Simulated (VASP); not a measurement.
Set up this calculation in VASP 6.6.1, as the native input.

```
Task                   : single point
Functional             : PBEsol
Dispersion             : D3(BJ)
Potentials or basis    : VASP PAW PBE potentials, release 64 (Cd)
Cutoff                 : 520 eV
k mesh                 : 7 × 7 × 7
Occupations            : fermi-dirac, width 0.1 eV
Spin                   : no spin polarisation
Dipole correction      : no
Further INCAR settings : ALGO = Normal; EDIFF = 1e-07; NBANDS = 12
```

The structure of Cd lies in POSCAR:

```
Cd
1.0
   -1.6162278189      1.6162278189      1.6162278189
    1.6162278189     -1.6162278189      1.6162278189
    1.6162278189      1.6162278189     -1.6162278189
Cd
1
Direct
    0.0000000000      0.0000000000      0.0000000000
```

The input as run:

INCAR

```
PREC     = Accurate       # precision mode
ENCUT    = 520            # plane-wave cutoff, eV
EDIFF    = 1E-7           # SCF threshold, eV
ISMEAR   = -1             # smearing method
SIGMA    = 0.1            # smearing width, eV
LREAL    = False          # projectors in reciprocal space
LASPH    = True           # aspherical terms in the spheres
NELM     = 80             # most SCF steps
ALGO     = Normal         # electronic algorithm
ISIF     = 2              # what is computed and relaxed
LWAVE    = False          # write WAVECAR
LCHARG   = False          # write CHGCAR
GGA      = PS             # functional
IVDW     = 12             # dispersion correction
NBANDS   = 12             # bands
```

KPOINTS

```
regular mesh
0
Gamma
  7 7 7
```

Potentials or basis: VASP PAW PBE potentials, release 64 (Cd).

Command:

```bash
$ cat potpaw_PBE.64/Cd/POTCAR > POTCAR
$ mpirun -np 1 vasp_std > vasp.out
```

Results of the run:

```yaml
Pressure: 20.0 GPa
Band_gap_on_the_k_mesh: zero (band 6 reaches 7.21 eV, above the bottom of band 7 at 4.83 eV)
Dispersion_energy_per_atom: -0.535 eV
```

Caveat: the k points lie up to 0.39 Å⁻¹ apart; three body term missing; the PAW data sets were made with another functional, which shifts forces and pressure a little; pairwise dispersion overbinds metals, which lowers pressure and volume.

Wall time 15 s on 1 thread of AMD EPYC 7R13, on a shared host, peak memory 0.11 GiB.
